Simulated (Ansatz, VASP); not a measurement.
**ZrAl3N4: VASP beside Ansatz**

```xyz
8
Lattice="4.2894 0.0000 0.0000 0.0000 4.2894 0.0000 0.0000 0.0000 4.2894" Properties=species:S:1:pos:R:3 pbc="T T T"
Zr    0.0000    0.0000    0.0000
Al    2.1447    0.0000    2.1447
Al    2.1447    2.1447    0.0000
Al    0.0000    2.1447    2.1447
N     0.0000    2.1447    0.0000
N     2.1447    2.1447    2.1447
N     0.0000    0.0000    2.1447
N     2.1447    0.0000    0.0000
```

Alike in both runs: functional PBE; k mesh 10 × 10 × 10; occupations gaussian, width 0.1 eV; no spin polarisation.

Ansatz relaxed the structure, and its values are those at the end. VASP's run is a single point on that final structure, the one shown.

|  | VASP | Ansatz |
| --- | --- | --- |
| version | VASP 6.6.1 | Ansatz 0.2.0 |
| potentials or method | VASP PAW PBE potentials, release 64 (Zr_sv, Al, N), cutoff 520 eV | scalar-relativistic, plane waves, PAW |
| valence electrons in the cell | 41 | 41 |

|  | VASP | Ansatz | Ansatz less VASP |
| --- | --- | --- | --- |
| gap on the k mesh at the Fermi level (eV) | none | none | - |
| pressure (GPa) | 0.0 | 0.0 | -0.01 |

A gap of «none» marks a metal or a gap that the smearing closes.
